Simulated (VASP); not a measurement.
A run of VASP 6.6.1 is set up as follows.

POSCAR

```
TiPt3
1.0
    3.9723974900      0.0000000000      0.0000000000
    0.0000000000      3.9723974900      0.0000000000
    0.0000000000      0.0000000000      3.9723974900
Ti Pt
1 3
Direct
    0.0000000000      0.0000000000      0.0000000000
    0.0000000000      0.5000000000      0.5000000000
    0.5000000000      0.0000000000      0.5000000000
    0.5000000000      0.5000000000      0.0000000000
```

INCAR.step1

```
SYSTEM = TiPt3
PREC = Accurate ; ENCUT = 520
ISMEAR = -1 ; SIGMA = 0.1
LREAL = .FALSE. ; LASPH = .TRUE.
NELM = 100 ; NBANDS = 29
GGA = PE ; ALGO = Normal
EDIFF = 1E-4 ; LWAVE = .TRUE.
LCHARG = .FALSE.
```

File INCAR.step2:

```
SYSTEM = TiPt3
PREC = Accurate ; ENCUT = 520
EDIFF = 1E-6 ; ISMEAR = -1
SIGMA = 0.1 ; LREAL = .FALSE.
LASPH = .TRUE. ; NELM = 100
ALGO = Normal ; ISIF = 2
LWAVE = .FALSE. ; LCHARG = .TRUE.
METAGGA = R2SCAN ; LMIXTAU = .TRUE.
LELF = .TRUE. ; LVHAR = .TRUE.
NBANDS = 29 ; ISTART = 1
```

KPOINTS

```
regular mesh
0
G
  9 9 9
  0 0 0
```

Potentials or basis: VASP PAW PBE potentials, release 64 (Ti_sv, Pt).

The run is started by

```console
$ cat potpaw_PBE.64/Ti_sv/POTCAR potpaw_PBE.64/Pt/POTCAR > POTCAR
$ cp INCAR.step1 INCAR
$ mpirun -np 1 vasp_std > vasp.out
$ cp INCAR.step2 INCAR
$ mpirun -np 1 vasp_std > vasp.out
```

What does it give for the band gap on the k mesh?

Zero (band 21 reaches 12.12 eV, above the bottom of band 22 at 10.63 eV).

What does it give for the pressure?

-8.5 GPa.

Caveat: the PAW data sets were made with another functional, which shifts forces and pressure a little; spin-orbit coupling is left out, which moves the levels of the heavy elements.
